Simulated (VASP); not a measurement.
Here is a VASP 6.6.1 calculation.

File INCAR:

```
SYSTEM = SnO2
PREC = Accurate
ENCUT = 520
EDIFF = 1E-7
ISMEAR = 0
SIGMA = 0.05
LREAL = .False.
LASPH = .True.
NELM = 60
ALGO = Normal
ISIF = 2
LWAVE = .False.
LCHARG = .False.
GGA = PE
NBANDS = 35
```

File KPOINTS:

```
regular mesh
0
Gamma
  6 6 8
  0 0 0
```

File POSCAR:

```
SnO2
1.0
    4.9405222631      0.0000000000      0.0000000000
    0.0000000000      4.9405362667      0.0000000000
    0.0000000000      0.0000000000      3.0866914697
Sn O
2 4
Direct
    0.5000000000      0.5000000000      0.5000000000
    0.0000000000      0.0000000000      0.0000000000
    0.3311802080      0.2820256502      0.0000000000
    0.8311802080      0.2179743498      0.5000000000
    0.1688197920      0.7820256502      0.5000000000
    0.6688197920      0.7179743498      0.0000000000
```

Potentials or basis: VASP PAW PBE potentials, release 64 (Sn_d, O).

The run is started by

```sh
$ cat potpaw_PBE.64/Sn_d/POTCAR potpaw_PBE.64/O/POTCAR > POTCAR
$ mpirun -np 1 vasp_std > vasp.out
```

(1) What does it give for the largest force?

(2) What does it give for the pressure?

(3) Estimate the band gap on the k mesh.

Answers

(1) 0.163 eV/Å.

(2) 3.0 GPa.

(3) 1.13 eV.

Caveat: the cell differs from its parent crystal (atoms displaced along a vibrational mode, the cell strained); the cell stands under pressure; spin-orbit coupling is left out, which moves the levels of the heavy elements.
